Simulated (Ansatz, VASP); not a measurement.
**Two plane-wave programs on MgB2**

File INCAR:

```
SYSTEM = MgB2
PREC     = Accurate       ! precision mode
ENCUT    = 600            ! plane-wave cutoff, eV
EDIFF    = 1E-6           ! SCF threshold, eV
ISMEAR   = 0              ! smearing method
SIGMA    = 0.15           ! smearing width, eV
LREAL    = .False.        ! projectors in reciprocal space
LASPH    = .True.         ! aspherical terms in the spheres
NELM     = 120            ! most SCF steps
ALGO     = Normal         ! electronic algorithm
ISIF     = 2              ! what is computed and relaxed
LWAVE    = .False.        ! write WAVECAR
LCHARG   = .False.        ! write CHGCAR
GGA      = PE             ! functional
NBANDS   = 11             ! bands
GGA_COMPAT= .False.
```

Contents of KPOINTS:

```
Automatic mesh
0
Gamma
  8 8 6
  0 0 0
```

File POSCAR:

```
MgB2
1.0
    3.0850000000      0.0000000000      0.0000000000
   -1.5425000000      2.6716883700      0.0000000000
    0.0000000000      0.0000000000      3.5230000000
Mg B
1 2
Direct
    0.0000000000      0.0000000000      0.0000000000
    0.3333333300      0.6666666700      0.5000000000
    0.6666666700      0.3333333300      0.5000000000
```

Input for Ansatz:

```yaml
crystal:
  lattice:
    - [3.085, 0.0, 0.0]
    - [-1.5425, 2.67168837, 0.0]
    - [0.0, 0.0, 3.523]
  atoms:
    - { symbol: Mg, position: [0.0, 0.0, 0.0] }
    - { symbol: B, position: [0.33333333, 0.66666667, 0.5] }
    - { symbol: B, position: [0.66666667, 0.33333333, 0.5] }
basis:
  ecutwfc: 510.0
kpoints:
  mp_grid:
    grid: [8, 8, 6]
hamiltonian:
  xc: pbe
scf:
  convergence:
    dr2_threshold: 1.0e-08
  occupations:
    method: gaussian
    width: 0.15
output:
  write_density: true
  dos:
    de: 0.1
    method:
      smearing:
        sigma: 0.1
    projected: true
  stress: true
```

Alike in both runs: task single point; functional PBE; k mesh 8 × 8 × 6; occupations gaussian, width 0.15 eV; no spin polarisation.

|  | VASP | Ansatz |
| --- | --- | --- |
| version | VASP 6.6.1 | Ansatz 0.2.0 |
| potentials or method | VASP PAW PBE potentials, release 64 (Mg, B), cutoff 600 eV | plane waves, PAW |
| valence electrons in the cell | 8 | 16 |

VASP gave:

- gap on the k mesh at the Fermi level (eV): none
- pressure (GPa): -1.2
- traceless stress, the component that is largest in VASP (GPa): -0.36

Which values does Ansatz return?

gap on the k mesh at the Fermi level (eV): none; pressure (GPa): -0.9; traceless stress, the component that is largest in VASP (GPa): -0.22.

A gap of «none» marks a metal or a gap that the smearing closes. VASP's potentials hold 8 valence electrons a cell and Ansatz's 16, so a difference there can come from the potentials and not from the codes. Ansatz's warnings: stress scf threshold loose.
